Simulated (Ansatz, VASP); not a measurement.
# One calculation of Ta2N, two programs

File INCAR:

```
ALGO = Normal
EDIFF = 1E-6
ENCUT = 520
GGA = PS
ISIF = 2
ISMEAR = 0
LASPH = True
LCHARG = False
LREAL = False
LWAVE = False
NBANDS = 20
NELM = 100
PREC = Accurate
SIGMA = 0.15
```

Contents of KPOINTS:

```
k-points
0
Gamma
  15 15 8
```

The input POSCAR:

```
Ta2N
1.0
    3.0782595490      0.0000000000      0.0000000000
   -1.5391297745      2.6658509688      0.0000000000
    0.0000000000      0.0000000000      5.1616082426
Ta N
2 1
Direct
    0.6666666667      0.3333333333      0.7463700642
    0.3333333333      0.6666666667      0.2536299358
    0.0000000000      0.0000000000      0.0000000000
```

Input for Ansatz:

```yaml
crystal:
  lattice:
    - [3.078259549, 0.0, 0.0]
    - [-1.5391297745, 2.6658509688, 0.0]
    - [0.0, 0.0, 5.1616082426]
  atoms:
    - { symbol: Ta, position: [0.6666666667, 0.3333333333, 0.7463700642] }
    - { symbol: Ta, position: [0.3333333333, 0.6666666667, 0.2536299358] }
    - { symbol: "N", position: [0.0, 0.0, 0.0] }
basis:
  ecutwfc: 520.0
kpoints:
  mp_grid: { grid: [15, 15, 8] }
hamiltonian:
  xc: pbesol
  pseudopotentials: { kind: paw, azcp: { folder: soft_1 } }
scf:
  occupations: { method: gaussian, width: 0.15 }
output:
  forces: true
  stress: true
  eigenvalues: true
```

Change from the starting cell: engineering shear strain xy +0.0000, normal strain along z +0.0700.

Alike in both runs: task single point; functional PBEsol; k mesh 15 × 15 × 8; occupations gaussian, width 0.15 eV; no spin polarisation.

```csv
,VASP,Ansatz
version,VASP 6.6.1,Ansatz 0.2.0
potentials or method,"VASP PAW PBE potentials, release 64 (Ta_pv, N), cutoff 520 eV","scalar-relativistic, plane waves, PAW"
valence electrons in the cell,27,31
```

```csv
,VASP,Ansatz,Ansatz less VASP
gap on the k mesh at the Fermi level (eV),none,none,-
pressure (GPa),-16.9,-17.3,-0.42
"traceless stress, the component that is largest in VASP (GPa)",-7.65,-7.61,+0.041
rms of the force components (eV/Å),0.026,0.005,-0.0212
```

VASP's potentials were made for PBE, not for PBEsol, and Ansatz warns of the same on its side. Atom by atom the forces differ by 0.021 eV/Å (rms over components). A gap of «none» marks a metal or a gap that the smearing closes. VASP's potentials hold 27 valence electrons a cell and Ansatz's 31, so a difference there can come from the potentials and not from the codes.

Neither program's run includes spin-orbit coupling.
